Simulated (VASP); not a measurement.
Si3N4:

```
CELL_PARAMETERS angstrom
7.66362 0.00000 0.00000
-3.83181 6.63689 0.00000
0.00000 0.00000 2.92644
ATOMIC_POSITIONS crystal
Si 0.76891 0.17501 0.25000
Si 0.59390 0.76891 0.75000
Si 0.82499 0.59390 0.25000
Si 0.23109 0.82499 0.75000
Si 0.40610 0.23109 0.25000
Si 0.17501 0.40610 0.75000
N 0.03083 0.33000 0.25000
N 0.70083 0.03083 0.75000
N 0.67000 0.70083 0.25000
N 0.96917 0.67000 0.75000
N 0.29917 0.96917 0.25000
N 0.33000 0.29917 0.75000
N 0.66667 0.33333 0.25000
N 0.33333 0.66667 0.75000
```

* Program: VASP 6.6.1
* Task: relaxation of cell and atoms
* Functional: LDA
* Potentials or basis: VASP PAW LDA potentials, release 64 (Si, N)
* Cutoff: 600 eV
* k mesh: 6 × 6 × 8
* Occupations: gaussian, width 0.02 eV
* Spin: no spin polarisation

At the start: pressure -8.2 GPa; volume 10.63 Å³/atom.

Question: How do energy, volume and symmetry change on relaxing?

Answer: Over 17 steps the energy falls by 9.5 meV/atom and the volume is 10.27 Å³/atom (-3.4 %); space group P6_3/m (No. 176, to 0.05 Å).

The path:
| step | energy change (eV) | largest force (eV/Å) | pressure (GPa) | volume (Å³) |
| --- | --- | --- | --- | --- |
| 1 | 0.0000 | 0.0317 | -8.22 | 148.85 |
| 2 | 0.1276 | 0.1582 | 13.18 | 137.40 |
| 3 | -0.1307 | 0.0596 | -0.10 | 143.96 |
| 4 | -0.1308 | 0.0608 | 0.06 | 143.86 |
| 5 | -0.1314 | 0.0643 | 0.08 | 143.83 |
| 6 | -0.1314 | 0.0640 | 0.08 | 143.83 |
| 7 | -0.1319 | 0.0461 | 0.02 | 143.85 |
| 8 | -0.1323 | 0.0361 | -0.06 | 143.88 |
| 9 | -0.1323 | 0.0398 | -0.10 | 143.89 |
| 10 | -0.1327 | 0.0346 | -0.04 | 143.85 |
| 11 | -0.1329 | 0.0343 | 0.04 | 143.79 |
| 12 | -0.1331 | 0.0157 | 0.02 | 143.79 |
| 13 | -0.1332 | 0.0135 | 0.02 | 143.79 |
| 14 | -0.1332 | 0.0082 | -0.02 | 143.80 |
| 15 | -0.1333 | 0.0088 | -0.05 | 143.81 |
| 16 | -0.1333 | 0.0099 | 0.02 | 143.77 |
| 17 | -0.1333 | 0.0023 | -0.01 | 143.79 |

Final structure:
```cif
data_structure
_symmetry_space_group_name_H-M 'P 1'
_symmetry_Int_Tables_number 1
_cell_length_a 7.5766
_cell_length_b 7.5766
_cell_length_c 2.8923
_cell_angle_alpha 90.000
_cell_angle_beta 90.000
_cell_angle_gamma 120.000
_cell_volume 143.79
loop_
_atom_site_label
_atom_site_type_symbol
_atom_site_fract_x
_atom_site_fract_y
_atom_site_fract_z
_atom_site_occupancy
Si1 Si 0.76741 0.17380 0.25000 1
Si2 Si 0.59362 0.76741 0.75000 1
Si3 Si 0.82620 0.59362 0.25000 1
Si4 Si 0.23259 0.82620 0.75000 1
Si5 Si 0.40638 0.23259 0.25000 1
Si6 Si 0.17380 0.40638 0.75000 1
N1 N 0.02945 0.33012 0.25000 1
N2 N 0.69933 0.02945 0.75000 1
N3 N 0.66988 0.69933 0.25000 1
N4 N 0.97055 0.66988 0.75000 1
N5 N 0.30067 0.97055 0.25000 1
N6 N 0.33012 0.30067 0.75000 1
N7 N 0.66667 0.33333 0.25000 1
N8 N 0.33333 0.66667 0.75000 1
```
